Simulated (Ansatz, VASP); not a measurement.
# C in VASP and in Ansatz

```
CELL_PARAMETERS angstrom
2.32800 0.00000 0.00000
-1.16400 2.01611 0.00000
0.00000 0.00000 26.00242
ATOMIC_POSITIONS crystal
C 0.66667 0.33333 0.51923
C 0.33333 0.66667 0.48077
```

Alike in both runs: task single point; functional PBE; dispersion D3(BJ); k mesh 21 × 21 × 1; occupations gaussian, width 0.1 eV; no spin polarisation.

```csv
,VASP,Ansatz
version,VASP 6.6.1,Ansatz 0.2.0
potentials or method,"VASP PAW PBE potentials, release 64 (C), cutoff 520 eV","scalar-relativistic, plane waves, PAW"
valence electrons in the cell,8,8
```

|  | VASP | Ansatz | Ansatz less VASP |
| --- | --- | --- | --- |
| gap on the k mesh at the Fermi level (eV) | none | none | - |
| rms of the force components (eV/Å) | 3.581 | 3.585 | +0.0034 |

Atom by atom the forces differ by 0.003 eV/Å (rms over components). A gap of «none» marks a metal or a gap that the smearing closes.
